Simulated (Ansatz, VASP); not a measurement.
# WC in VASP and in Ansatz

```
W C
1.0
     2.90600    0.00000    0.00000
    -1.45300    2.51667    0.00000
     0.00000    0.00000    2.83700
W C
1 1
Direct
  0.00000 0.00000 0.00000
  0.33333 0.66667 0.50000
```

Alike in both runs: task relaxation of cell and atoms; functional PBE; k mesh 15 × 15 × 15; occupations gaussian, width 0.1 eV; no spin polarisation.

|  | VASP | Ansatz |
| --- | --- | --- |
| version | VASP 6.6.1 | Ansatz 0.2.0 |
| potentials or method | VASP PAW PBE potentials, release 64 (W_sv, C) | scalar-relativistic, plane waves, PAW |
| plane-wave cutoff (eV) | 600 | 420 |
| valence electrons in the cell | 18 | 18 |

```csv
,VASP,Ansatz,Ansatz less VASP
"gap on the k mesh at the Fermi level, each at its own relaxed structure (eV)",none,none,-
relaxed volume (Å³/atom),10.55,10.52,-0.026
relaxed cell length with the largest relative difference (Å),2.849,2.846,-0.0027
```

A gap of «none» marks a metal or a gap that the smearing closes.

Spin-orbit coupling is off throughout.
